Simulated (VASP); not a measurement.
# BaH2Pd2 in VASP: single point with PBE

Aim: the single point of BaH2Pd2 with PBE.

All numbers are computed with VASP 6.6.1; they aren't measurements. Logs are shortened: lines on timing, memory, paths and dates and some standing lists are left out, and cuts for length are marked.

## 1. The cell of the first run

The typed cell holds 5 atoms: a = 4.416 Å, b = 4.416 Å, c = 4.778 Å, α = 90.00°, β = 90.00°, γ = 60.00°.

## 2. Single point, PBE

INCAR

```
  PREC = Accurate
  ENCUT = 520
  EDIFF = 1E-7
  ISMEAR = 1
  SIGMA = 0.0736
  LREAL = False
  LASPH = True
  NELM = 60
  ALGO = Normal
  ISIF = 2
  LWAVE = False
  LCHARG = False
  GGA = PE
  NBANDS = 24
```

KPOINTS

```
Automatic mesh
0
Gamma
  7 7 6
```

POSCAR

```
BaH2Pd2
1.0
    2.2081890000      3.8246930000      0.0000000000
   -2.2081890000      3.8246930000      0.0000000000
    0.0000000000      0.0000000000      4.7776960000
H Ba Pd
2 1 2
Direct
    0.3333000000      0.3334000000      0.1232000000
    0.6667000000      0.6666000000      0.8768000000
    0.0000000000      0.0000000000      0.0000000000
    0.3333000000      0.3334000000      0.4680000000
    0.6667000000      0.6666000000      0.5320000000
```

Potentials or basis: VASP PAW PBE potentials, release 64 (H, Ba_sv, Pd).

The run is started by

```bash
$ cat potpaw_PBE.64/H/POTCAR potpaw_PBE.64/Ba_sv/POTCAR potpaw_PBE.64/Pd/POTCAR > POTCAR
$ mpirun -np 1 vasp_std > vasp.out
```

OUTCAR:

```text
PREC = Accurate
   ENCUT = 520
   EDIFF = 1E-7
   ISMEAR = 1
   LREAL = False
   LASPH = True
   NELM = 60
   ISIF = 2
   GGA = PE

 ion  position               nearest neighbor table
   1  0.333  0.333  0.123-   4 1.65   3 2.62   3 2.62   3 2.62
   2  0.667  0.667  0.877-   5 1.65   3 2.62   3 2.62   3 2.62
   3  0.000  0.000  0.000-   2 2.62   1 2.62   2 2.62   1 2.62   2 2.62   1 2.62   4 3.39   5 3.39
                             5 3.39   4 3.39   5 3.39   4 3.39   5 3.60   4 3.60   4 3.60   5 3.60
   4  0.333  0.333  0.468-   1 1.65   5 2.57   5 2.57   5 2.57   3 3.39   3 3.39   3 3.39   3 3.60
                             3 3.60   3 3.60
   5  0.667  0.667  0.532-   2 1.65   4 2.57   4 2.57   4 2.57   3 3.39   3 3.39   3 3.39   3 3.60
                             3 3.60   3 3.60

  LATTYP: Found a hexagonal cell.
 ALAT       =     4.4163757997
 C/A-ratio  =     1.0818137352

  Lattice vectors:

 A1 = (   2.2081890000,  -3.8246930000,   0.0000000000)
 A2 = (   2.2081890000,   3.8246930000,   0.0000000000)
 A3 = (   0.0000000000,   0.0000000000,   4.7776960000)

Analysis of symmetry for initial positions (statically):
=====================================================================
 Subroutine PRICEL returns:
 Original cell was already a primitive cell.

 Routine SETGRP: Setting up the symmetry group for a
 hexagonal supercell.

 Subroutine GETGRP returns: Found  4 space group operations
 (whereof  4 operations were pure point group operations)
 out of a pool of 24 trial point group operations.

The static configuration has the point symmetry C_2h.

Analysis of symmetry for dynamics (positions and initial velocities):
=====================================================================
 Subroutine PRICEL returns:
 Original cell was already a primitive cell.

 Routine SETGRP: Setting up the symmetry group for a
 hexagonal supercell.

 Subroutine GETGRP returns: Found  4 space group operations
 (whereof  4 operations were pure point group operations)
 out of a pool of 24 trial point group operations.

The dynamic configuration has the point symmetry C_2h.

 Subroutine INISYM returns: Found  4 space group operations
 (whereof  4 operations are pure point group operations),
 and found     1 'primitive' translations

----------------------------------------------------------------------------------------

                                     Primitive cell

  volume of cell :      80.7014

  direct lattice vectors                    reciprocal lattice vectors
     2.208189000  3.824693000  0.000000000     0.226429893  0.130729447  0.000000000
    -2.208189000  3.824693000  0.000000000    -0.226429893  0.130729447  0.000000000
     0.000000000  0.000000000  4.777696000     0.000000000  0.000000000  0.209305908

  length of vectors
     4.416375800  4.416375800  4.777696000     0.261458763  0.261458763  0.209305908

  position of ions in fractional coordinates (direct lattice)
     0.333300000  0.333400000  0.123200000
     0.666700000  0.666600000  0.876800000
     0.000000000  0.000000000  0.000000000
     0.333300000  0.333400000  0.468000000
     0.666700000  0.666600000  0.532000000

  ion indices of the primitive-cell ions
   primitive index   ion index
                 1           1
                 2           2
                 3           3
                 4           4
                 5           5

----------------------------------------------------------------------------------------

 KPOINTS: Automatic mesh

Automatic generation of k-mesh.
 Grid dimensions read from file:
 generate k-points for:    7    7    6

 Generating k-lattice:

  Cartesian coordinates                     Fractional coordinates (reciprocal lattice)
     0.032347128  0.018675635  0.000000000     0.142857143  0.000000000  0.000000000
    -0.032347128  0.018675635  0.000000000     0.000000000  0.142857143  0.000000000
     0.000000000  0.000000000  0.034884318     0.000000000  0.000000000  0.166666667

  Length of vectors
     0.037351252  0.037351252  0.034884318

  Shift w.r.t. Gamma in fractional coordinates (k-lattice)
     0.000000000  0.000000000  0.000000000

 Subroutine IBZKPT returns following result:
 ===========================================

 Found     88 irreducible k-points:

 Following reciprocal coordinates:
            Coordinates               Weight
  0.000000  0.000000  0.000000      1.000000
  0.142857  0.000000  0.000000      4.000000
  0.000000  0.142857  0.000000      2.000000
  0.285714  0.000000  0.000000      4.000000
  0.000000  0.285714  0.000000      2.000000
  0.428571  0.000000  0.000000      4.000000
[... 16 lines left out ...]
  0.285714  0.285714  0.166667      4.000000
  0.000000  0.285714  0.166667      2.000000
 [... further k-points ...]
   k-points           NKPTS =     88   k-points in BZ     NKDIM =     88   number of bands    NBANDS=     24
   number of dos      NEDOS =    301   number of ions     NIONS =      5
   total plane-waves  NPLWV =  46656
   dimension x,y,z NGX =    36 NGY =   36 NGZ =   36
   dimension x,y,z NGXF=    72 NGYF=   72 NGZF=   72
   ions per type =               2   1   2
   NGX,Y,Z   is equivalent  to a cutoff of  13.55, 13.55, 12.53 a.u.
   NGXF,Y,Z  is equivalent  to a cutoff of  27.10, 27.10, 25.05 a.u.
 SYSTEM =  unknown system
   PREC   = accura    normal or accurate (medium, high low for compatibility)
   ISTART =      0    job   : 0-new  1-cont  2-samecut
   ICHARG =      2    charge: 1-file 2-atom 10-const
   ISPIN  =      1    spin polarized calculation?
   LNONCOLLINEAR =      F non collinear calculations
   LSORBIT =      F    spin-orbit coupling
   LASPH  =      T    aspherical Exc in radial PAW
   ENCUT  =  520.0 eV  38.22 Ry    6.18 a.u.   8.21  8.21  8.88*2*pi/ulx,y,z
   NELM   =     60;   NELMIN=  2; NELMDL= -5     # of ELM steps
   EDIFF  = 0.1E-06   stopping-criterion for ELM
   LREAL  =      F    real-space projection
   EDIFFG = 0.1E-05   stopping-criterion for IOM
   NSW    =      0    number of steps for IOM
   IBRION =     -1    ionic relax: 0-MD 1-quasi-New 2-CG
   NFREE  =      0    steps in history (QN), initial steepest desc. (CG)
   ISIF   =      2    stress and relaxation
   ISYM   =      2    0-nonsym 1-usesym 2-fastsym
   POTIM  = 0.5000    time-step for ionic-motion
   TEBEG  =    0.0;   TEEND  =   0.0 temperature during run
   PSTRESS=    0.0 pullay stress
   NELECT =      32.0000    total number of electrons
   NUPDOWN=      -1.0000    fix difference up-down
   EMIN   =  10.00;   EMAX   =-10.00  energy-range for DOS
   EFERMI =   0.00;   METHOD = LEGACY
   ISMEAR =     1;   SIGMA  =   0.07  broadening in eV -4-tet -1-fermi 0-gaus
   EFERMI_NEDOS =   21; number of points for ismear=-14 and -15
   IALGO  =     38    algorithm
   IMIX   =      4    mixing-type and parameters
     AMIX     =   0.40;   BMIX     =  1.00
     AMIX_MAG =   1.60;   BMIX_MAG =  1.00
  volume/ion in A,a.u.               =      16.14       108.92
  Fermi-wavevector in a.u.,A,eV,Ry     =   1.202720  2.272810 19.681295  1.446534
  Thomas-Fermi vector in A             =   2.338493
   LORBIT       =      0    0 simple, 1 ext, 2 COOP (PROOUT), +10 PAW based schemes
   GGA     = PE    functional components
   LHFCALC =     F    Hartree Fock is set to
   AEXX    =    0.0000 exact exchange contribution
   IVDW    =     0    specifies the selected vdW correction
   LEPSILON=     F    determine dielectric tensor
   LRPA    =     F    only Hartree local field effects (RPA)
 non-spin polarized calculation
 Methfessel and Paxton  Order N= 1 SIGMA  =   0.07
  energy-cutoff  :      520.00
  volume of cell :       80.70
 maximum number of plane-waves:      2214
 NGX is ok and might be reduce to    36
   NGX = 17   NGY = 17   NGZ = 17

 number of electron      32.0000001 magnetization

 Free energy of the ion-electron system (eV)
  ---------------------------------------------------
  ext. energy  EPLUGINS =         0.00000000
  ---------------------------------------------------
  free energy    TOTEN  =       -19.77223016 eV

  energy without entropy =      -19.77069490  energy(sigma->0) =      -19.77171841

 E-fermi :   4.8011     XC(G=0): -10.3853

 val. band max:        4.8003918667   @ k =   0.2857   0.0000   0.0000
 cond. band min:       4.8054092067   @ k =  -0.1429   0.4286   0.5000
 fundamental gap:      0.0050173399
 Fermi energy:         4.8011483666

 k-point     1 :       0.0000    0.0000    0.0000
  band No.  band energies     occupation
      1     -22.2610      2.00000
      2      -7.5626      2.00000
      3      -7.3854      2.00000
      4      -7.3854      2.00000
      5      -1.9272      2.00000
      6       0.1869      2.00000
[... 16 lines left out ...]
     23      11.3990      0.00000
     24      13.9494      0.00000

 k-point     2 :       0.1429    0.0000    0.0000
  band No.  band energies     occupation
      1     -22.2525      2.00000
      2      -7.5536      2.00000
      3      -7.5446      2.00000
      4      -7.4071      2.00000
      5      -1.6152      2.00000
      6       0.0575      2.00000
[... 16 lines left out ...]
     23      11.4531      0.00000
     24      12.1564      0.00000

 k-point     3 :       0.0000    0.1429    0.0000
  band No.  band energies     occupation
      1     -22.2525      2.00000
      2      -7.5536      2.00000
      3      -7.5446      2.00000
      4      -7.4071      2.00000
      5      -1.6150      2.00000
      6       0.0575      2.00000
[... 16 lines left out ...]
     23      11.4529      0.00000
     24      12.1564      0.00000
[... 514 lines left out ...]
 k-point    23 :       0.2857    0.2857    0.1667
  band No.  band energies     occupation
      1     -22.2313      2.00000
      2      -7.8530      2.00000
      3      -7.5731      2.00000
      4      -7.4556      2.00000
      5      -0.9508      2.00000
      6      -0.0823      2.00000
[... 16 lines left out ...]
     23      11.2581      0.00000
     24      12.4660      0.00000

 k-point    24 :       0.0000    0.2857    0.1667
  band No.  band energies     occupation
      1     -22.2313      2.00000
      2      -7.8587      2.00000
      3      -7.5698      2.00000
      4      -7.4553      2.00000
      5      -0.8289      2.00000
      6      -0.2384      2.00000
[... 16 lines left out ...]
     23      11.8061      0.00000
     24      12.0097      0.00000

 [... further k-points ...]

------------------------ aborting loop because EDIFF is reached ----------------------------------------

  FORCE on cell =-STRESS in cart. coord.  units (eV):
  Direction    XX          YY          ZZ          XY          YZ          ZX
  --------------------------------------------------------------------------------------
  -------------------------------------------------------------------------------------
  Total        5.7348468      5.7375980      1.0313796      0.0023892      0.0001273     -0.0002204
  in kB      113.8547285    113.9093478     20.4761253      0.0474328      0.0025266     -0.0043759
  external PRESSURE =      82.7467339 kB  Pullay stress =       0.0000000 kB

 VOLUME and BASIS-vectors are now :
 -----------------------------------------------------------------------------
  energy-cutoff  :      520.00
  volume of cell :       80.70
      direct lattice vectors                 reciprocal lattice vectors
     2.208189000  3.824693000  0.000000000     0.226429893  0.130729447  0.000000000
    -2.208189000  3.824693000  0.000000000    -0.226429893  0.130729447  0.000000000
     0.000000000  0.000000000  4.777696000     0.000000000  0.000000000  0.209305908

 POSITION                                       TOTAL-FORCE (eV/Angst)
 -----------------------------------------------------------------------------------
     -0.00022      2.54992      0.58861         0.000426     -0.000246      0.181722
      0.00022      5.09946      4.18908        -0.000426      0.000246     -0.181722
      0.00000      0.00000      0.00000         0.000000     -0.000000      0.000000
     -0.00022      2.54992      2.23596         0.003638     -0.002100     -0.018520
      0.00022      5.09946      2.54173        -0.003638      0.002100      0.018520
 -----------------------------------------------------------------------------------
    total drift:                               -0.000000      0.000000      0.000000

  FREE ENERGIE OF THE ION-ELECTRON SYSTEM (eV)
  ---------------------------------------------------
  free  energy   TOTEN  =       -19.7722301630 eV

  energy  without entropy=      -19.7706949006  energy(sigma->0) =      -19.77171841
```

Wall time 3.7 min (1 thread of Intel Xeon 8259CL, shared host); peak memory 0.33 GiB.

Results:

- Free energy: -19.7722 eV
- Pressure: 8.3 GPa
- Largest force: 0.182 eV/Å
- Band gap on the k mesh: zero (bands 16 and 17 overlap by 0.81 eV)

Forces on the atoms (eV/Å):
```
H    0.000  0.000  0.182
H    0.000  0.000 -0.182
Ba   0.000  0.000  0.000
Pd   0.004 -0.002 -0.019
Pd  -0.004  0.002  0.019
```

Stress tensor (GPa, compression positive):
```
11.39  0.00  0.00
 0.00 11.39  0.00
 0.00  0.00  2.05
```

Caveat: the cell stands under pressure; spin-orbit coupling is left out, which moves the levels of the heavy elements.
